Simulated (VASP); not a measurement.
The system is GaAs.

```xyz
2
Lattice="0.0000 2.8265 2.8265 2.8265 0.0000 2.8265 2.8265 2.8265 0.0000" Properties=species:S:1:pos:R:3 pbc="T T T"
Ga    0.0000    0.0000    0.0000
As    1.4132    1.4132    1.4132
```

* Program: VASP 6.6.1
* Task: relaxation of cell and atoms
* Functional: LDA
* Potentials or basis: VASP PAW LDA potentials, release 64 (Ga_d, As)
* Cutoff: 500 eV
* k mesh: 12 × 12 × 12
* Occupations: gaussian, width 0.01 eV
* Spin: no spin polarisation

At the start: pressure -1.6 GPa; volume 22.58 Å³/atom.

Problem. How do energy, volume and symmetry change on relaxing?

Solution. Over 3 steps the energy falls by 2.5 meV/atom and the volume is 22.08 Å³/atom (-2.2 %); space group F-43m (No. 216, to 0.1 Å) before and after.

The path:
```
step  energy change (eV)  largest force (eV/Å)  pressure (GPa)  volume (Å³)
   1              0.0000                0.0000           -1.57        45.16
   2             -0.0040                0.0000            0.75        43.73
   3             -0.0050                0.0000            0.01        44.17
```

Final structure:
```
CELL_PARAMETERS angstrom
0.00000 2.80559 2.80559
2.80559 0.00000 2.80559
2.80559 2.80559 0.00000
ATOMIC_POSITIONS crystal
Ga 0.00000 0.00000 0.00000
As 0.25000 0.25000 0.25000
```
